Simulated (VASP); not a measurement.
A run of VASP 6.6.1:

Contents of POSCAR:

```
HfH2
1.0
   -1.7390000000      1.7390000000      2.1805000000
    1.7390000000     -1.7390000000      2.1805000000
    1.7390000000      1.7390000000     -2.1805000000
Hf H
1 2
Direct
    0.0000000000      0.0000000000      0.0000000000
    0.7500000000      0.2500000000      0.5000000000
    0.2500000000      0.7500000000      0.5000000000
```

The input INCAR.step1:

```
SYSTEM = HfH2
ALGO = Normal
EDIFF = 1E-4
ENCUT = 520
GGA = PE
ISMEAR = 0
LASPH = .TRUE.
LCHARG = .FALSE.
LREAL = .FALSE.
LWAVE = .TRUE.
NBANDS = 13
NELM = 100
PREC = Accurate
SIGMA = 0.1
```

The input INCAR.step2:

```
SYSTEM = HfH2
ALGO = Normal
EDIFF = 1E-6
ENCUT = 520
ISIF = 2
ISMEAR = 0
ISTART = 1
LASPH = .TRUE.
LCHARG = .FALSE.
LMIXTAU = .TRUE.
LREAL = .FALSE.
LWAVE = .FALSE.
METAGGA = R2SCAN
NBANDS = 13
NELM = 100
PREC = Accurate
SIGMA = 0.1
```

The input KPOINTS:

```
k-points
0
G
  16 16 16
  0 0 0
```

Potentials or basis: VASP PAW PBE potentials, release 64 (Hf_pv, H).

The run is started by

```console
$ cat potpaw_PBE.64/Hf_pv/POTCAR potpaw_PBE.64/H/POTCAR > POTCAR
$ cp INCAR.step1 INCAR
$ mpirun -np 1 vasp_std > vasp.out
$ cp INCAR.step2 INCAR
$ mpirun -np 1 vasp_std > vasp.out
```

Hardware: 1 thread of Oxide Virtual Turin-like Processor, on a shared host.

Task: Estimate the wall time of this run.

Result: Wall time 7.5 min on 1 thread of Oxide Virtual Turin-like Processor, on a shared host, peak memory 0.21 GiB. Counts: k points 349.
